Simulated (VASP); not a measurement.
# Ti (P6/mmm) in VASP: a series of runs

Runs on Ti. Level: PBEsol. Tasks: single point.

Everything below comes from runs of VASP 6.6.1. Logs are shortened: lines on timing, memory, paths and dates and some standing lists are left out, and cuts for length are marked.

## Step 1: The cell of the first run

The structure is hexagonal, space group P6/mmm (No. 191). Conventional cell: a = 4.569 Å, b = 4.569 Å, c = 2.714 Å, α = 90.00°, β = 90.00°, γ = 120.00°. Ti (site symmetry 6/mmm) has 14 Ti at 2.71 to 2.97 Å within 3.6 Å. Ti (site symmetry -6m2) has 11 Ti at 2.64 to 2.97 Å within 3.5 Å.

This isn't the form of Ti at room conditions, which is hcp.

## Step 2: Single point, PBEsol

Input file INCAR:

```
SYSTEM = Ti
PREC     = Accurate       ! precision mode
ENCUT    = 520            ! plane-wave cutoff, eV
EDIFF    = 1E-6           ! SCF threshold, eV
ISMEAR   = 0              ! smearing method
SIGMA    = 0.15           ! smearing width, eV
LREAL    = .FALSE.        ! projectors in reciprocal space
LASPH    = .TRUE.         ! aspherical terms in the spheres
NELM     = 100            ! most SCF steps
ALGO     = Fast           ! electronic algorithm
ISIF     = 2              ! what is computed and relaxed
LWAVE    = .FALSE.        ! write WAVECAR
LCHARG   = .FALSE.        ! write CHGCAR
GGA      = PS             ! functional
NBANDS   = 25             ! bands
```

Input file KPOINTS:

```
Automatic mesh
0
G
  12 12 14
  0 0 0
```

Input file POSCAR:

```
Ti
1.0
    4.5691000000      0.0000000000      0.0000000000
   -2.2845500000      3.9569566724      0.0000000000
    0.0000000000      0.0000000000      2.7144000000
Ti
3
Direct
    0.0000000000      0.0000000000      0.0000000000
    0.3333333333      0.6666666667      0.5000000000
    0.6666666667      0.3333333333      0.5000000000
```

Potentials or basis: VASP PAW PBE potentials, release 64 (Ti_sv).

Command:

```bash
$ cat potpaw_PBE.64/Ti_sv/POTCAR > POTCAR
$ mpirun -np 1 vasp_std > vasp.out
```

OUTCAR:

```text
SYSTEM = Ti
   PREC = Accurate
   ENCUT = 520
   EDIFF = 1E-6
   ISMEAR = 0
   LREAL = .FALSE.
   LASPH = .TRUE.
   NELM = 100
   ISIF = 2
   GGA = PS

 ion  position               nearest neighbor table
   1  0.000  0.000  0.000-
   2  0.333  0.667  0.500-   3 2.64   3 2.64   3 2.64
   3  0.667  0.333  0.500-   2 2.64   2 2.64   2 2.64

  LATTYP: Found a hexagonal cell.
 ALAT       =     4.5691000000
 C/A-ratio  =     0.5940776083

  Lattice vectors:

 A1 = (   4.5691000000,   0.0000000000,   0.0000000000)
 A2 = (  -2.2845500000,   3.9569566724,   0.0000000000)
 A3 = (   0.0000000000,   0.0000000000,   2.7144000000)

Analysis of symmetry for initial positions (statically):
=====================================================================
 Subroutine PRICEL returns:
 Original cell was already a primitive cell.

 Routine SETGRP: Setting up the symmetry group for a
 hexagonal supercell.

 Subroutine GETGRP returns: Found 24 space group operations
 (whereof 24 operations were pure point group operations)
 out of a pool of 24 trial point group operations.

The static configuration has the point symmetry D_6h.

Analysis of symmetry for dynamics (positions and initial velocities):
=====================================================================
 Subroutine PRICEL returns:
 Original cell was already a primitive cell.

 Routine SETGRP: Setting up the symmetry group for a
 hexagonal supercell.

 Subroutine GETGRP returns: Found 24 space group operations
 (whereof 24 operations were pure point group operations)
 out of a pool of 24 trial point group operations.

The dynamic configuration has the point symmetry D_6h.

 Subroutine INISYM returns: Found 24 space group operations
 (whereof 24 operations are pure point group operations),
 and found     1 'primitive' translations

----------------------------------------------------------------------------------------

                                     Primitive cell

  volume of cell :      49.0756

  direct lattice vectors                    reciprocal lattice vectors
     4.569100000  0.000000000  0.000000000     0.218861483  0.126359736  0.000000000
    -2.284550000  3.956956672  0.000000000     0.000000000  0.252719472  0.000000000
     0.000000000  0.000000000  2.714400000     0.000000000  0.000000000  0.368405541

  length of vectors
     4.569100000  4.569100000  2.714400000     0.252719472  0.252719472  0.368405541

  position of ions in fractional coordinates (direct lattice)
     0.000000000  0.000000000  0.000000000
     0.333333333  0.666666667  0.500000000
     0.666666667  0.333333333  0.500000000

  ion indices of the primitive-cell ions
   primitive index   ion index
                 1           1
                 2           2
                 3           3

----------------------------------------------------------------------------------------

 KPOINTS: Automatic mesh

Automatic generation of k-mesh.
 Grid dimensions read from file:
 generate k-points for:   12   12   14

 Generating k-lattice:

  Cartesian coordinates                     Fractional coordinates (reciprocal lattice)
     0.018238457  0.010529978  0.000000000     0.083333333  0.000000000  0.000000000
     0.000000000  0.021059956  0.000000000     0.000000000  0.083333333  0.000000000
     0.000000000  0.000000000  0.026314681     0.000000000  0.000000000  0.071428571

  Length of vectors
     0.021059956  0.021059956  0.026314681

  Shift w.r.t. Gamma in fractional coordinates (k-lattice)
     0.000000000  0.000000000  0.000000000

 Subroutine IBZKPT returns following result:
 ===========================================

 Found    152 irreducible k-points:

 Following reciprocal coordinates:
            Coordinates               Weight
  0.000000  0.000000  0.000000      1.000000
  0.083333  0.000000  0.000000      6.000000
  0.166667  0.000000  0.000000      6.000000
  0.250000  0.000000  0.000000      6.000000
  0.333333  0.000000  0.000000      6.000000
  0.416667  0.000000  0.000000      6.000000
[... 16 lines left out ...]
  0.250000  0.000000  0.071429     12.000000
  0.333333  0.000000  0.071429     12.000000
 [... further k-points ...]
   k-points           NKPTS =    152   k-points in BZ     NKDIM =    152   number of bands    NBANDS=     25
   number of dos      NEDOS =    301   number of ions     NIONS =      3
   total plane-waves  NPLWV =  25920
   dimension x,y,z NGX =    36 NGY =   36 NGZ =   20
   dimension x,y,z NGXF=    72 NGYF=   72 NGZF=   40
   ions per type =               3
   NGX,Y,Z   is equivalent  to a cutoff of  13.10, 13.10, 12.25 a.u.
   NGXF,Y,Z  is equivalent  to a cutoff of  26.20, 26.20, 24.50 a.u.
 SYSTEM =  Ti
   PREC   = accura    normal or accurate (medium, high low for compatibility)
   ISTART =      0    job   : 0-new  1-cont  2-samecut
   ICHARG =      2    charge: 1-file 2-atom 10-const
   ISPIN  =      1    spin polarized calculation?
   LNONCOLLINEAR =      F non collinear calculations
   LSORBIT =      F    spin-orbit coupling
   LASPH  =      T    aspherical Exc in radial PAW
   ENCUT  =  520.0 eV  38.22 Ry    6.18 a.u.   8.50  8.50  5.05*2*pi/ulx,y,z
   NELM   =    100;   NELMIN=  2; NELMDL= -5     # of ELM steps
   EDIFF  = 0.1E-05   stopping-criterion for ELM
   LREAL  =      F    real-space projection
   EDIFFG = 0.1E-04   stopping-criterion for IOM
   NSW    =      0    number of steps for IOM
   IBRION =     -1    ionic relax: 0-MD 1-quasi-New 2-CG
   NFREE  =      0    steps in history (QN), initial steepest desc. (CG)
   ISIF   =      2    stress and relaxation
   ISYM   =      2    0-nonsym 1-usesym 2-fastsym
   POTIM  = 0.5000    time-step for ionic-motion
   TEBEG  =    0.0;   TEEND  =   0.0 temperature during run
   PSTRESS=    0.0 pullay stress
   NELECT =      36.0000    total number of electrons
   NUPDOWN=      -1.0000    fix difference up-down
   EMIN   =  10.00;   EMAX   =-10.00  energy-range for DOS
   EFERMI =   0.00;   METHOD = LEGACY
   ISMEAR =     0;   SIGMA  =   0.15  broadening in eV -4-tet -1-fermi 0-gaus
   EFERMI_NEDOS =   21; number of points for ismear=-14 and -15
   IALGO  =     68    algorithm
   IMIX   =      4    mixing-type and parameters
     AMIX     =   0.40;   BMIX     =  1.00
     AMIX_MAG =   1.60;   BMIX_MAG =  1.00
  volume/ion in A,a.u.               =      16.36       110.39
  Fermi-wavevector in a.u.,A,eV,Ry     =   1.476456  2.790097 29.659628  2.179921
  Thomas-Fermi vector in A             =   2.590980
   LORBIT       =      0    0 simple, 1 ext, 2 COOP (PROOUT), +10 PAW based schemes
   GGA     = PS    functional components
   LHFCALC =     F    Hartree Fock is set to
   AEXX    =    0.0000 exact exchange contribution
   IVDW    =     0    specifies the selected vdW correction
   LEPSILON=     F    determine dielectric tensor
   LRPA    =     F    only Hartree local field effects (RPA)
 non-spin polarized calculation
 RMM-DIIS sequential band-by-band and
 Gauss-broadening in eV      SIGMA  =   0.15
  energy-cutoff  :      520.00
  volume of cell :       49.08
 maximum number of plane-waves:      1366
 NGX is ok and might be reduce to    36
   NGX = 17   NGY = 17   NGZ = 11

 number of electron      36.0000008 magnetization

 Free energy of the ion-electron system (eV)
  ---------------------------------------------------
  ext. energy  EPLUGINS =         0.00000000
  ---------------------------------------------------
  free energy    TOTEN  =       -25.03494992 eV

  energy without entropy =      -25.00319856  energy(sigma->0) =      -25.01907424

 E-fermi :   8.6685     XC(G=0): -11.9255

 val. band max:        8.6683578861   @ k =   0.4167   0.0833   0.1429
 cond. band min:       8.6740186003   @ k =   0.4167   0.0000   0.1429
 fundamental gap:      0.0056607142
 Fermi energy:         8.6684570324

 k-point     1 :       0.0000    0.0000    0.0000
  band No.  band energies     occupation
      1     -47.8116      2.00000
      2     -47.5756      2.00000
      3     -47.4119      2.00000
      4     -24.2412      2.00000
      5     -24.2412      2.00000
      6     -24.1584      2.00000
[... 17 lines left out ...]
     24      10.9381      0.00000
     25      10.9719      0.00000

 k-point     2 :       0.0833    0.0000    0.0000
  band No.  band energies     occupation
      1     -47.8102      2.00000
      2     -47.5743      2.00000
      3     -47.4147      2.00000
      4     -24.2749      2.00000
      5     -24.2687      2.00000
      6     -24.1233      2.00000
[... 17 lines left out ...]
     24      10.7285      0.00000
     25      11.1690      0.00000

 k-point     3 :       0.1667    0.0000    0.0000
  band No.  band energies     occupation
      1     -47.8062      2.00000
      2     -47.5703      2.00000
      3     -47.4230      2.00000
      4     -24.3271      2.00000
      5     -24.2962      2.00000
      6     -24.0676      2.00000
[... 17 lines left out ...]
     24      10.6124      0.00000
     25      11.4169      0.00000

 k-point     4 :       0.2500    0.0000    0.0000
  band No.  band energies     occupation
      1     -47.8010      2.00000
      2     -47.5631      2.00000
      3     -47.4359      2.00000
      4     -24.3741      2.00000
      5     -24.2986      2.00000
      6     -24.0153      2.00000
[... 17 lines left out ...]
     24      10.5843      0.00000
     25      11.6418      0.00000
[... 477 lines left out ...]
 k-point    22 :       0.1667    0.0000    0.0714
  band No.  band energies     occupation
      1     -47.8011      2.00000
      2     -47.5665      2.00000
      3     -47.4188      2.00000
      4     -24.3187      2.00000
      5     -24.2890      2.00000
      6     -24.0652      2.00000
[... 17 lines left out ...]
     24      10.5560      0.00000
     25      11.4726      0.00000

 k-point    23 :       0.2500    0.0000    0.0714
  band No.  band energies     occupation
      1     -47.7961      2.00000
      2     -47.5592      2.00000
      3     -47.4316      2.00000
      4     -24.3649      2.00000
      5     -24.2919      2.00000
      6     -24.0145      2.00000
[... 17 lines left out ...]
     24      10.5221      0.00000
     25      11.7340      0.00000

 k-point    24 :       0.3333    0.0000    0.0714
  band No.  band energies     occupation
      1     -47.7912      2.00000
      2     -47.5489      2.00000
      3     -47.4471      2.00000
      4     -24.4006      2.00000
      5     -24.2687      2.00000
      6     -23.9740      2.00000
[... 17 lines left out ...]
     24      10.8453      0.00000
     25      11.6638      0.00000

 [... further k-points ...]
[... 5 lines left out ...]
  --------------------------------------------------------------------------------------
  -------------------------------------------------------------------------------------
  Total       -0.6863636     -0.6863636      1.9881581      0.0000000      0.0000000     -0.0000000
  in kB      -22.4077893    -22.4077893     64.9076204      0.0000000      0.0000000     -0.0000000
  external PRESSURE =       6.6973472 kB  Pullay stress =       0.0000000 kB

 VOLUME and BASIS-vectors are now :
 -----------------------------------------------------------------------------
  energy-cutoff  :      520.00
  volume of cell :       49.08
      direct lattice vectors                 reciprocal lattice vectors
     4.569100000  0.000000000  0.000000000     0.218861483  0.126359736  0.000000000
    -2.284550000  3.956956672  0.000000000     0.000000000  0.252719472  0.000000000
     0.000000000  0.000000000  2.714400000     0.000000000  0.000000000  0.368405541

 POSITION                                       TOTAL-FORCE (eV/Angst)
 -----------------------------------------------------------------------------------
      0.00000      0.00000      0.00000        -0.000000      0.000000      0.000000
     -0.00000      2.63797      1.35720         0.000000      0.000000     -0.000000
      2.28455      1.31899      1.35720        -0.000000      0.000000      0.000000
 -----------------------------------------------------------------------------------
    total drift:                                0.000000      0.000000     -0.000000

  FREE ENERGIE OF THE ION-ELECTRON SYSTEM (eV)
  ---------------------------------------------------
  free  energy   TOTEN  =       -25.0349499202 eV

  energy  without entropy=      -25.0031985558  energy(sigma->0) =      -25.01907424
```

It took 15 min on 1 thread of Intel Xeon 8259CL, shared host; peak memory 0.27 GiB.

What came out:

| Property | Result |
| --- | --- |
| Free energy | -25.0349 eV |
| Pressure | 0.7 GPa |
| Band gap on the k mesh | zero (bands 18 and 19 overlap by 0.30 eV) |

Caveat: the stress differs along the axes, from -2 to 6 GPa; the PAW data sets were made with another functional, which shifts forces and pressure a little.

## Step 3: Single point, PBEsol

Input file INCAR:

```
PREC = Accurate ; ENCUT = 520
EDIFF = 1E-6 ; ISMEAR = 0
SIGMA = 0.15 ; LREAL = False
LASPH = True ; NELM = 80
ALGO = Fast ; ISIF = 2
LWAVE = False ; LCHARG = False
GGA = PS ; NBANDS = 25
```

Input file KPOINTS:

```
regular mesh
0
Gamma
  12 12 14
```

Input file POSCAR:

```
Ti
1.0
    4.5420000000      0.0000000000      0.0000000000
   -2.2710000000      3.9334873840      0.0000000000
    0.0000000000      0.0000000000      2.7423000000
Ti
3
Direct
    0.0000000000      0.0000000000      0.0000000000
    0.3333333333      0.6666666667      0.5000000000
    0.6666666667      0.3333333333      0.5000000000
```

Potentials or basis: VASP PAW PBE potentials, release 64 (Ti_sv).

Command:

```bash
$ cat potpaw_PBE.64/Ti_sv/POTCAR > POTCAR
$ mpirun -np 1 vasp_std > vasp.out
```

Run time: 15 min. Hardware: 1 thread of Intel Xeon 8259CL, shared host; peak memory 0.27 GiB.

Results (log left out):

```
Free energy            : -25.0579 eV
Pressure               : 0.7 GPa
Band gap on the k mesh : zero (bands 18 and 19 overlap by 0.29 eV)
```

Stress tensor (GPa, compression positive):
```
-1.08  0.00  0.00
 0.00 -1.08  0.00
 0.00  0.00  4.38
```

Levels at points of the mesh, in eV from the Fermi level:
```tsv
k point	band 16	band 17	band 18	band 19	band 20	band 21
(0.00, 0.00, 0.00)	-0.71	-0.62	-0.62	-0.13	0.59	1.36
(0.50, 0.00, 0.00)	-0.47	-0.42	-0.40	0.02	0.47	1.19
(0.00, 0.00, 0.50)	-1.68	-1.68	-1.54	1.03	1.03	1.39
(0.50, 0.00, 0.50)	-1.22	-0.63	-0.52	0.36	0.93	1.17
```

Caveat: the stress differs along the axes, from -1 to 4 GPa; the PAW data sets were made with another functional, which shifts forces and pressure a little.

## Step 4: Single point, PBEsol

This run uses another cell than the first one, of 16.31 Å³/atom.

Input file INCAR:

```
SYSTEM = Ti
  PREC = Accurate
  ENCUT = 520
  EDIFF = 1E-6
  ISMEAR = 0
  SIGMA = 0.15
  LREAL = .False.
  LASPH = .True.
  NELM = 80
  ALGO = Fast
  ISIF = 2
  LWAVE = .False.
  LCHARG = .False.
  GGA = PS
  NBANDS = 25
```

Input file KPOINTS:

```
Automatic mesh
0
Gamma
  12 12 14
  0 0 0
```

Input file POSCAR:

```
Ti
1.0
    4.4066000000      0.0000000000      0.0000000000
   -2.2033000000      3.8162275443      0.0000000000
    0.0000000000      0.0000000000      2.9102000000
Ti
3
Direct
    0.0000000000      0.0000000000      0.0000000000
    0.3333333333      0.6666666667      0.5000000000
    0.6666666667      0.3333333333      0.5000000000
```

Command:

```bash
$ cat potpaw_PBE.64/Ti_sv/POTCAR > POTCAR
$ mpirun -np 1 vasp_std > vasp.out
```

Wall time 20 min (1 thread of Intel Xeon 8259CL, shared host); peak memory 0.28 GiB.

It converged, with:

| Quantity | Value |
| --- | --- |
| Free energy | -24.9975 eV |
| Pressure | 0.7 GPa |
| Band gap on the k mesh | zero (bands 18 and 19 overlap by 0.55 eV) |

Stress tensor (GPa, compression positive):
```
 4.50  0.00  0.00
 0.00  4.50  0.00
 0.00  0.00 -6.95
```

Levels at points of the mesh, in eV from the Fermi level:
| k point | band 15 | band 16 | band 17 | band 18 | band 19 | band 20 | band 21 | band 22 |
| --- | --- | --- | --- | --- | --- | --- | --- | --- |
| (0.00, 0.00, 0.00) | -0.65 | -0.65 | -0.54 | -0.54 | 0.32 | 1.05 | 1.38 | 1.44 |
| (0.50, 0.00, 0.00) | -2.76 | -0.50 | -0.31 | -0.29 | 0.16 | 0.51 | 0.85 | 1.58 |
| (0.00, 0.00, 0.50) | -2.27 | -2.07 | -1.77 | -1.77 | 1.23 | 1.23 | 1.31 | 1.31 |
| (0.50, 0.00, 0.50) | -1.75 | -1.29 | -0.99 | -0.77 | 0.37 | 0.71 | 0.90 | 1.05 |

Caveat: the stress differs along the axes, from -7 to 5 GPa; the PAW data sets were made with another functional, which shifts forces and pressure a little.

## Step 5: The runs side by side

```csv
cell,gap on the mesh (eV),pressure (GPa)
"a = 4.569, b = 4.569, c = 2.714 Å, angles 90.0, 90.0, 120.0°, 3 atoms",none,0.7
"a = 4.542, b = 4.542, c = 2.742 Å, angles 90.0, 90.0, 120.0°, 3 atoms",none,0.7
"a = 4.407, b = 4.407, c = 2.910 Å, angles 90.0, 90.0, 120.0°, 3 atoms",none,0.7
```

Alike in all rows: task single point; level PBEsol; potentials or basis VASP PAW PBE potentials, release 64 (Ti_sv); no spin polarisation; k mesh 12 × 12 × 14; cutoff (eV) 520; smearing gaussian 0.15 eV.

Caveats: the PAW data sets were made with another functional, which shifts forces and pressure a little; the stress differs along the axes, from -2 to 6 GPa (at least some runs); the stress differs along the axes, from -1 to 4 GPa (at least some runs); the stress differs along the axes, from -7 to 5 GPa (at least some runs).

Total energies depend on the potentials used, so only differences within one code and one set of settings carry meaning.

The gap in the log of VASP goes by the Fermi energy; the results here count the filled bands.